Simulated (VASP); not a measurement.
# MgGeSe3 (R-3c) in VASP: notebook

The runs below take MgGeSe3 through single point, relaxation of cell and atoms, with PBE.

Program: VASP 6.6.1. These are calculated values, not measurements. Logs are shortened: lines on timing, memory, paths and dates and some standing lists are left out, and cuts for length are marked.

### 1 The cell of the first run

Symmetry: R-3c, No. 167, trigonal system. The conventional cell has a = 6.637 Å, b = 6.637 Å, c = 16.258 Å, α = 90.00°, β = 90.00°, γ = 120.00°. Within 4.0 Å of Mg (site symmetry 32) lie 12 Se at 3.02 to 3.62 Å. Within 3.1 Å of Ge (site symmetry -3) lie 6 Se at 2.37 Å. Within 3.1 Å of Se (site symmetry 2) lie 2 Ge at 2.37 Å and 1 Mg at 3.02 Å.

### 2 Single point, PBE

File INCAR:

```
PREC = Accurate ; ENCUT = 520
EDIFF = 1E-7 ; ISMEAR = 0
SIGMA = 0.1 ; LREAL = False
LASPH = True ; NELM = 60
ALGO = Normal ; ISIF = 2
LWAVE = False ; LCHARG = False
GGA = PE ; NBANDS = 45
```

File KPOINTS:

```
regular mesh
0
Gamma
  4 4 4
```

File POSCAR:

```
MgGeSe3
1.0
    3.3186212600      1.9160068800      5.4192858300
   -3.3186212600      1.9160068800      5.4192858300
    0.0000000000     -3.8320137600      5.4192858300
Mg Ge Se
2 2 6
Direct
    0.7500000000      0.7500000000      0.7500000000
    0.2500000000      0.2500000000      0.2500000000
    0.5000000000      0.5000000000      0.5000000000
    0.0000000000      0.0000000000      0.0000000000
    0.7950468900      0.2500000000      0.7049531100
    0.7049531100      0.7950468900      0.2500000000
    0.2500000000      0.7049531100      0.7950468900
    0.2049531100      0.7500000000      0.2950468900
    0.2950468900      0.2049531100      0.7500000000
    0.7500000000      0.2950468900      0.2049531100
```

Potentials or basis: VASP PAW PBE potentials, release 64 (Mg, Ge_d, Se).

Launch:

```sh
$ cat potpaw_PBE.64/Mg/POTCAR potpaw_PBE.64/Ge_d/POTCAR potpaw_PBE.64/Se/POTCAR > POTCAR
$ mpirun -np 1 vasp_std > vasp.out
```

OUTCAR:

```text
PREC = Accurate
   ENCUT = 520
   EDIFF = 1E-7
   ISMEAR = 0
   LREAL = False
   LASPH = True
   NELM = 60
   ISIF = 2
   GGA = PE

 ion  position               nearest neighbor table
   1  0.750  0.750  0.750-   9 3.02   8 3.02  10 3.02
   2  0.250  0.250  0.250-   6 3.02   5 3.02   7 3.02
   3  0.500  0.500  0.500-   5 2.37   8 2.37   7 2.37  10 2.37   9 2.37   6 2.37
   4  0.000  0.000  0.000-   7 2.37  10 2.37   8 2.37   5 2.37   9 2.37   6 2.37
   5  0.795  0.250  0.705-   3 2.37   4 2.37   2 3.02
   6  0.705  0.795  0.250-   3 2.37   4 2.37   2 3.02
   7  0.250  0.705  0.795-   4 2.37   3 2.37   2 3.02
   8  0.205  0.750  0.295-   3 2.37   4 2.37   1 3.02
   9  0.295  0.205  0.750-   3 2.37   4 2.37   1 3.02
  10  0.750  0.295  0.205-   4 2.37   3 2.37   1 3.02

  LATTYP: Found a face centered cubic cell.
 ALAT       =     9.3864783959

  Lattice vectors:

 A1 = (   3.3186212600,   1.9160068800,   5.4192858300)
 A2 = (  -3.3186212600,   1.9160068800,   5.4192858300)
 A3 = (   0.0000000000,  -3.8320137600,   5.4192858300)

Analysis of symmetry for initial positions (statically):
=====================================================================
 Subroutine PRICEL returns:
 Original cell was already a primitive cell.

 Routine SETGRP: Setting up the symmetry group for a
 face centered cubic supercell.

 Subroutine GETGRP returns: Found 12 space group operations
 (whereof  6 operations were pure point group operations)
 out of a pool of 48 trial point group operations.

The static configuration has the point symmetry S_6 .
 The point group associated with its full space group is D_3d.

Analysis of symmetry for dynamics (positions and initial velocities):
=====================================================================
 Subroutine PRICEL returns:
 Original cell was already a primitive cell.

 Routine SETGRP: Setting up the symmetry group for a
 face centered cubic supercell.

 Subroutine GETGRP returns: Found 12 space group operations
 (whereof  6 operations were pure point group operations)
 out of a pool of 48 trial point group operations.

The dynamic configuration has the point symmetry S_6 .
 The point group associated with its full space group is D_3d.

 Subroutine INISYM returns: Found 12 space group operations
 (whereof  6 operations are pure point group operations),
 and found     1 'primitive' translations

----------------------------------------------------------------------------------------

                                     Primitive cell

  volume of cell :     206.7512

  direct lattice vectors                    reciprocal lattice vectors
     3.318621260  1.916006880  5.419285830     0.150664978  0.086986466  0.061508720
    -3.318621260  1.916006880  5.419285830    -0.150664978  0.086986466  0.061508720
     0.000000000 -3.832013760  5.419285830     0.000000000 -0.173972931  0.061508720

  length of vectors
     6.637242525  6.637242525  6.637242527     0.184526159  0.184526159  0.184526159

  position of ions in fractional coordinates (direct lattice)
     0.750000000  0.750000000  0.750000000
     0.250000000  0.250000000  0.250000000
     0.500000000  0.500000000  0.500000000
     0.000000000  0.000000000  0.000000000
     0.795046890  0.250000000  0.704953110
     0.704953110  0.795046890  0.250000000
     0.250000000  0.704953110  0.795046890
     0.204953110  0.750000000  0.295046890
     0.295046890  0.204953110  0.750000000
     0.750000000  0.295046890  0.204953110

  ion indices of the primitive-cell ions
   primitive index   ion index
                 1           1
                 2           2
                 3           3
                 4           4
                 5           5
                 6           6
                 7           7
                 8           8
                 9           9
                10          10

----------------------------------------------------------------------------------------

 KPOINTS: regular mesh

Automatic generation of k-mesh.
 Grid dimensions read from file:
 generate k-points for:    4    4    4

 Generating k-lattice:

  Cartesian coordinates                     Fractional coordinates (reciprocal lattice)
     0.037666245  0.021746616  0.015377180     0.250000000  0.000000000  0.000000000
    -0.037666245  0.021746616  0.015377180     0.000000000  0.250000000  0.000000000
     0.000000000 -0.043493233  0.015377180     0.000000000  0.000000000  0.250000000

  Length of vectors
     0.046131540  0.046131540  0.046131540

  Shift w.r.t. Gamma in fractional coordinates (k-lattice)
     0.000000000  0.000000000  0.000000000

 Subroutine IBZKPT returns following result:
 ===========================================

 Found     13 irreducible k-points:

 Following reciprocal coordinates:
            Coordinates               Weight
  0.000000  0.000000  0.000000      1.000000
  0.250000  0.000000  0.000000      6.000000
  0.250000  0.250000  0.250000      2.000000
  0.500000  0.000000  0.000000      3.000000
  0.500000  0.500000  0.500000      1.000000
  0.250000  0.250000  0.000000      6.000000
  0.500000  0.250000  0.000000     12.000000
  0.250000  0.250000 -0.250000      6.000000
  0.500000  0.250000  0.500000      6.000000
 -0.250000  0.250000  0.000000      6.000000
  0.250000  0.250000  0.500000      6.000000
  0.500000  0.500000  0.000000      3.000000
 -0.250000  0.500000  0.250000      6.000000
   k-points           NKPTS =     13   k-points in BZ     NKDIM =     13   number of bands    NBANDS=     45
   number of dos      NEDOS =    301   number of ions     NIONS =     10
   total plane-waves  NPLWV = 125000
   dimension x,y,z NGX =    50 NGY =   50 NGZ =   50
   dimension x,y,z NGXF=   100 NGYF=  100 NGZF=  100
   ions per type =               2   2   6
   NGX,Y,Z   is equivalent  to a cutoff of  12.52, 12.52, 12.52 a.u.
   NGXF,Y,Z  is equivalent  to a cutoff of  25.05, 25.05, 25.05 a.u.
 SYSTEM =  unknown system
   PREC   = accura    normal or accurate (medium, high low for compatibility)
   ISTART =      0    job   : 0-new  1-cont  2-samecut
   ICHARG =      2    charge: 1-file 2-atom 10-const
   ISPIN  =      1    spin polarized calculation?
   LNONCOLLINEAR =      F non collinear calculations
   LSORBIT =      F    spin-orbit coupling
   LASPH  =      T    aspherical Exc in radial PAW
   ENCUT  =  520.0 eV  38.22 Ry    6.18 a.u.  12.34 12.34 12.34*2*pi/ulx,y,z
   NELM   =     60;   NELMIN=  2; NELMDL= -5     # of ELM steps
   EDIFF  = 0.1E-06   stopping-criterion for ELM
   LREAL  =      F    real-space projection
   EDIFFG = 0.1E-05   stopping-criterion for IOM
   NSW    =      0    number of steps for IOM
   IBRION =     -1    ionic relax: 0-MD 1-quasi-New 2-CG
   NFREE  =      0    steps in history (QN), initial steepest desc. (CG)
   ISIF   =      2    stress and relaxation
   ISYM   =      2    0-nonsym 1-usesym 2-fastsym
   POTIM  = 0.5000    time-step for ionic-motion
   TEBEG  =    0.0;   TEEND  =   0.0 temperature during run
   PSTRESS=    0.0 pullay stress
   NELECT =      68.0000    total number of electrons
   NUPDOWN=      -1.0000    fix difference up-down
   EMIN   =  10.00;   EMAX   =-10.00  energy-range for DOS
   EFERMI =   0.00;   METHOD = LEGACY
   ISMEAR =     0;   SIGMA  =   0.10  broadening in eV -4-tet -1-fermi 0-gaus
   EFERMI_NEDOS =   21; number of points for ismear=-14 and -15
   IALGO  =     38    algorithm
   IMIX   =      4    mixing-type and parameters
     AMIX     =   0.40;   BMIX     =  1.00
     AMIX_MAG =   1.60;   BMIX_MAG =  1.00
  volume/ion in A,a.u.               =      20.68       139.52
  Fermi-wavevector in a.u.,A,eV,Ry     =   1.130043  2.135472 17.374613  1.276998
  Thomas-Fermi vector in A             =   2.266739
   LORBIT       =      0    0 simple, 1 ext, 2 COOP (PROOUT), +10 PAW based schemes
   GGA     = PE    functional components
   LHFCALC =     F    Hartree Fock is set to
   AEXX    =    0.0000 exact exchange contribution
   IVDW    =     0    specifies the selected vdW correction
   LEPSILON=     F    determine dielectric tensor
   LRPA    =     F    only Hartree local field effects (RPA)
 non-spin polarized calculation
 Gauss-broadening in eV      SIGMA  =   0.10
  energy-cutoff  :      520.00
  volume of cell :      206.75
 maximum number of plane-waves:      5601
 NGX is ok and might be reduce to    50
   NGX = 25   NGY = 25   NGZ = 25

 number of electron      68.0000031 magnetization

 Free energy of the ion-electron system (eV)
  ---------------------------------------------------
  ext. energy  EPLUGINS =         0.00000000
  ---------------------------------------------------
  free energy    TOTEN  =       -31.94778591 eV

  energy without entropy =      -31.92722725  energy(sigma->0) =      -31.93750658

 E-fermi :   4.8788     XC(G=0):  -9.9341

 val. band max:        4.8648833393   @ k =   0.2500   0.2500   0.2500
 cond. band min:       4.8842773805   @ k =   0.5000   0.5000   0.0000
 fundamental gap:      0.0193940413
 Fermi energy:         4.8788428841

 k-point     1 :       0.0000    0.0000    0.0000
  band No.  band energies     occupation
      1     -20.4683      2.00000
      2     -20.4683      2.00000
      3     -20.4584      2.00000
      4     -20.4584      2.00000
      5     -20.3852      2.00000
      6     -20.3852      2.00000
[... 37 lines left out ...]
     44      10.1548      0.00000
     45      10.1929      0.00000

 k-point     2 :       0.2500    0.0000    0.0000
  band No.  band energies     occupation
      1     -20.4668      2.00000
      2     -20.4668      2.00000
      3     -20.4599      2.00000
      4     -20.4599      2.00000
      5     -20.3849      2.00000
      6     -20.3848      2.00000
[... 37 lines left out ...]
     44      10.2465      0.00000
     45      10.5364      0.00000

 k-point     3 :       0.2500    0.2500    0.2500
  band No.  band energies     occupation
      1     -20.4668      2.00000
      2     -20.4668      2.00000
      3     -20.4599      2.00000
      4     -20.4599      2.00000
      5     -20.3848      2.00000
      6     -20.3848      2.00000
[... 37 lines left out ...]
     44      10.1799      0.00000
     45      10.5841      0.00000

 k-point     4 :       0.5000    0.0000    0.0000
  band No.  band energies     occupation
      1     -20.4634      2.00000
      2     -20.4634      2.00000
      3     -20.4633      2.00000
      4     -20.4633      2.00000
      5     -20.3841      2.00000
      6     -20.3841      2.00000
[... 373 lines left out ...]
     44      10.3986      0.00000
     45      10.6632      0.00000

 k-point    12 :       0.5000    0.5000    0.0000
  band No.  band energies     occupation
      1     -20.4682      2.00000
      2     -20.4650      2.00000
      3     -20.4618      2.00000
      4     -20.4584      2.00000
      5     -20.3852      2.00000
      6     -20.3841      2.00000
[... 37 lines left out ...]
     44      10.1855      0.00000
     45      10.3809      0.00000

 k-point    13 :      -0.2500    0.5000    0.2500
  band No.  band energies     occupation
      1     -20.4662      2.00000
      2     -20.4662      2.00000
      3     -20.4606      2.00000
      4     -20.4606      2.00000
      5     -20.3846      2.00000
      6     -20.3846      2.00000
[... 37 lines left out ...]
     44      10.1311      0.00000
     45      10.7478      0.00000

------------------------ aborting loop because EDIFF is reached ----------------------------------------

  FORCE on cell =-STRESS in cart. coord.  units (eV):
  Direction    XX          YY          ZZ          XY          YZ          ZX
  --------------------------------------------------------------------------------------
  -------------------------------------------------------------------------------------
  Total       16.8436634     16.8436634     18.4945265      0.0000000      0.0000000      0.0000000
  in kB      130.5266142    130.5266145    143.3196490      0.0000000      0.0000000      0.0000000
  external PRESSURE =     134.7909592 kB  Pullay stress =       0.0000000 kB

 VOLUME and BASIS-vectors are now :
 -----------------------------------------------------------------------------
  energy-cutoff  :      520.00
  volume of cell :      206.75
      direct lattice vectors                 reciprocal lattice vectors
     3.318621260  1.916006880  5.419285830     0.150664978  0.086986466  0.061508720
    -3.318621260  1.916006880  5.419285830    -0.150664978  0.086986466  0.061508720
     0.000000000 -3.832013760  5.419285830     0.000000000 -0.173972931  0.061508720

 POSITION                                       TOTAL-FORCE (eV/Angst)
 -----------------------------------------------------------------------------------
      0.00000      0.00000     12.19339         0.000000     -0.000000      0.000000
      0.00000      0.00000      4.06446         0.000000     -0.000000      0.000000
      0.00000      0.00000      8.12893         0.000000     -0.000000      0.000000
      0.00000      0.00000      0.00000         0.000000     -0.000000      0.000000
      1.80880     -0.69907      9.48375         0.704959      1.221025      0.000000
     -0.29899      1.91601      9.48375        -1.409918     -0.000000     -0.000000
     -1.50982     -1.21693      9.48375         0.704959     -1.221025      0.000000
     -1.80880      0.69907      6.77411        -0.704959     -1.221025      0.000000
      0.29899     -1.91601      6.77411         1.409918     -0.000000     -0.000000
      1.50982      1.21693      6.77411        -0.704959      1.221025      0.000000
 -----------------------------------------------------------------------------------
    total drift:                               -0.000000      0.000000     -0.000000

  FREE ENERGIE OF THE ION-ELECTRON SYSTEM (eV)
  ---------------------------------------------------
  free  energy   TOTEN  =       -31.9477859085 eV

  energy  without entropy=      -31.9272272454  energy(sigma->0) =      -31.93750658
```

Run time: 3.9 min. Hardware: 1 thread of Oxide Virtual Turin-like, shared host; peak memory 0.37 GiB.

Results:

```
Free energy            : -31.9478 eV
Pressure               : 13.5 GPa
Largest force          : 1.410 eV/Å
Band gap on the k mesh : zero (band 34 reaches 5.06 eV, above the bottom of band 35 at 4.65 eV)
```

Forces on the atoms (eV/Å):
```
Mg   0.000  0.000  0.000
Mg   0.000  0.000  0.000
Ge   0.000  0.000  0.000
Ge   0.000  0.000  0.000
Se   0.705  1.221  0.000
Se  -1.410  0.000  0.000
Se   0.705 -1.221  0.000
Se  -0.705 -1.221  0.000
Se   1.410  0.000  0.000
Se  -0.705  1.221  0.000
```

Levels at points of the mesh, in eV from the Fermi level:
```
           k point  band 32  band 33  band 34  band 35  band 36  band 37
(0.00, 0.00, 0.00)    -0.94    -0.09     0.18     0.43     0.43     1.25
(0.50, 0.00, 0.00)    -0.56    -0.40    -0.40    -0.12    -0.12     1.98
(0.50, 0.50, 0.50)    -0.52    -0.52    -0.52     0.04     0.04     2.21
(0.50, 0.50, 0.00)    -1.08    -0.95     0.01     1.26     1.40     1.97
```

Caveat: forces of over 1 eV/Å act on the atoms, so gaps and moduli don't describe the material at rest.

### 3 Single point, PBE

This run uses another cell than the first one, of 23.42 Å³/atom, 1.133 times its volume.

File INCAR:

```
SYSTEM = MgGeSe3
PREC = Accurate
ENCUT = 520
EDIFF = 1E-6
ISMEAR = 0
SIGMA = 0.1
LREAL = .False.
LASPH = .True.
NELM = 100
ALGO = Normal
ISIF = 2
LWAVE = .False.
LCHARG = .True.
GGA = PE
LELF = .True.
LVHAR = .True.
NBANDS = 45
```

File KPOINTS:

```
Automatic mesh
0
Gamma
  4 4 4
  0 0 0
```

File POSCAR:

```
MgGeSe3
1.0
    3.4865311152      2.0129496779      5.5621080451
   -3.4865311152      2.0129496779      5.5621080451
    0.0000000000     -4.0258993558      5.5621080451
Mg Ge Se
2 2 6
Direct
    0.7500000000      0.7500000000      0.7500000000
    0.2500000000      0.2500000000      0.2500000000
    0.5000000000      0.5000000000      0.5000000000
    0.0000000000      0.0000000000      0.0000000000
    0.8775647909      0.2500000000      0.6224352091
    0.6224352091      0.8775647909      0.2500000000
    0.2500000000      0.6224352091      0.8775647909
    0.1224352091      0.7500000000      0.3775647909
    0.3775647909      0.1224352091      0.7500000000
    0.7500000000      0.3775647909      0.1224352091
```

Potentials or basis: VASP PAW PBE potentials, release 64 (Mg, Ge_d, Se).

Launch:

```sh
$ cat potpaw_PBE.64/Mg/POTCAR potpaw_PBE.64/Ge_d/POTCAR potpaw_PBE.64/Se/POTCAR > POTCAR
$ mpirun -np 1 vasp_std > vasp.out
```

It took 3.1 min on 1 thread of Oxide Virtual Turin-like, shared host; peak memory 0.43 GiB.

The run converged. Its results:

```
Free energy            : -36.4979 eV
Pressure               : -0.1 GPa
Largest force          : 0.005 eV/Å
Band gap on the k mesh : zero (band 34 reaches 3.31 eV, above the bottom of band 35 at 3.28 eV)
```

Forces on the atoms (eV/Å):
```
Mg   0.000  0.000  0.000
Mg   0.000  0.000  0.000
Ge   0.000  0.000  0.000
Ge   0.000  0.000  0.000
Se   0.002  0.004  0.000
Se  -0.005  0.000  0.000
Se   0.002 -0.004  0.000
Se  -0.002 -0.004  0.000
Se   0.005  0.000  0.000
Se  -0.002  0.004  0.000
```

Levels at points of the mesh, in eV from the Fermi level:
```tsv
k point	band 32	band 33	band 34	band 35	band 36	band 37
(0.00, 0.00, 0.00)	-0.43	-0.39	-0.39	0.37	1.75	2.69
(0.50, 0.00, 0.00)	-1.00	-0.12	-0.12	0.38	0.38	3.52
(0.50, 0.50, 0.00)	-0.87	-0.40	-0.32	0.66	0.92	2.29
(0.50, 0.50, 0.50)	-0.78	-0.78	-0.78	-0.03	-0.03	3.70
```

[end of part 1 of 2]
